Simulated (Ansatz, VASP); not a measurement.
## Two plane-wave programs on MgSnO4

```
CELL_PARAMETERS angstrom
0.00000 3.50348 3.50348
3.50348 0.00000 3.50348
3.50348 3.50348 0.00000
ATOMIC_POSITIONS crystal
Mg 0.00000 0.00000 0.00000
Sn 0.75000 0.75000 0.75000
O 0.87592 0.37469 0.37469
O 0.37469 0.37469 0.37469
O 0.37469 0.87592 0.37469
O 0.37469 0.37469 0.87592
```

Change from the starting cell: species swapped into the ZrNbCo4 type (F-43m, No. 216).

Alike in both runs: task single point; functional PBE; k mesh 4 × 4 × 4; occupations gaussian, width 0.1 eV; no spin polarisation.

|  | VASP | Ansatz |
| --- | --- | --- |
| version | VASP 6.6.1 | Ansatz 0.2.0 |
| potentials or method | VASP PAW PBE potentials, release 64 (Mg, Sn_d, O), cutoff 520 eV | scalar-relativistic, plane waves, PAW |
| valence electrons in the cell | 40 | 48 |

Ansatz gave:

- gap on the k mesh at the Fermi level (eV): none
- pressure (GPa): -14.0
- rms of the force components (eV/Å): 0.109

**Question.** What did VASP give for the same quantities?

**Answer.** gap on the k mesh at the Fermi level (eV): none; pressure (GPa): -14.2; rms of the force components (eV/Å): 0.108.

Atom by atom the forces differ by 0.000 eV/Å (rms over components). A gap of «none» marks a metal or a gap that the smearing closes. VASP's potentials hold 40 valence electrons a cell and Ansatz's 48, so a difference there can come from the potentials and not from the codes.

The k mesh is coarse, so the values compare programs but aren't converged.
